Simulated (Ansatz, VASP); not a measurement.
**HgPt: VASP beside Ansatz**

Contents of INCAR:

```
SYSTEM = HgPt
ALGO = Normal ; EDIFF = 1E-8
ENCUT = 430 ; GGA_COMPAT = .False.
ISIF = 2 ; ISMEAR = -1
LASPH = .True. ; LCHARG = .False.
LEFG = .True. ; LREAL = .False.
LWAVE = .False. ; NBANDS = 26
NELM = 120 ; PREC = Accurate
SIGMA = 0.05
```

KPOINTS

```
k-points
0
Gamma
  12 12 9
  0 0 0
```

File POSCAR:

```
HgPt
1.0
    2.9193125982      0.0000000000      0.0000000000
    0.0000000000      2.9193125982      0.0000000000
    0.0000000000      0.0000000000      3.8500433994
Hg Pt
1 1
Direct
    0.0000000000      0.0000000000      0.0000000000
    0.5000000000      0.5000000000      0.5000000000
```

Input for Ansatz:

```yaml
crystal:
  lattice:
    - [2.9193125982, 0.0, 0.0]
    - [0.0, 2.9193125982, 0.0]
    - [0.0, 0.0, 3.8500433994]
  atoms:
    - { symbol: Hg, position: [0.0, 0.0, 0.0] }
    - { symbol: Pt, position: [0.5, 0.5, 0.5] }
kpoints:
  mp_grid: { grid: [12, 12, 9] }
  band_path:
    path:
      - [0.0, 0.0, 0.0]
      - [0.0, 0.5, 0.0]
      - [0.5, 0.5, 0.0]
      - [0.0, 0.0, 0.0]
      - [0.0, 0.0, 0.5]
      - [0.0, 0.5, 0.5]
      - [0.5, 0.5, 0.5]
      - [0.0, 0.0, 0.5]
      - [0.0, 0.5, 0.0]
    npoints: 6
scf:
  occupations: { method: fermi_dirac, width: 0.05 }
hamiltonian:
  xc: lda
  pseudopotentials: { kind: paw }
output:
  forces: true
  stress: true
  eigenvalues: true
  efg: { contact_densities: true }
  populations: true
```

Change from the starting cell: volume scaled by 0.9, PAW files.

Alike in both runs: task electric field gradients; functional LDA; k mesh 12 × 12 × 9; occupations fermi-dirac, width 0.05 eV; no spin polarisation.

|  | VASP | Ansatz |
| --- | --- | --- |
| version | VASP 6.6.1 | Ansatz 0.2.0 |
| potentials or method | VASP PAW LDA potentials, release 64 (Hg_sv_GW, Pt_sv_GW) | PAW with Ansatz's default frozen-core files, scalar-relativistic |
| plane-wave cutoff (eV) | 430 | 420 |
| valence electrons in the cell | 38 | 38 |

|  | VASP | Ansatz | Ansatz less VASP |
| --- | --- | --- | --- |
| size of Vzz on the site where it differs most (V/Å²) | 133.4 | 107.7 | -25.76 |

LDA's correlation is that of Perdew and Zunger in VASP and of Perdew and Wang (1992) in Ansatz.

Spin-orbit coupling is off throughout.
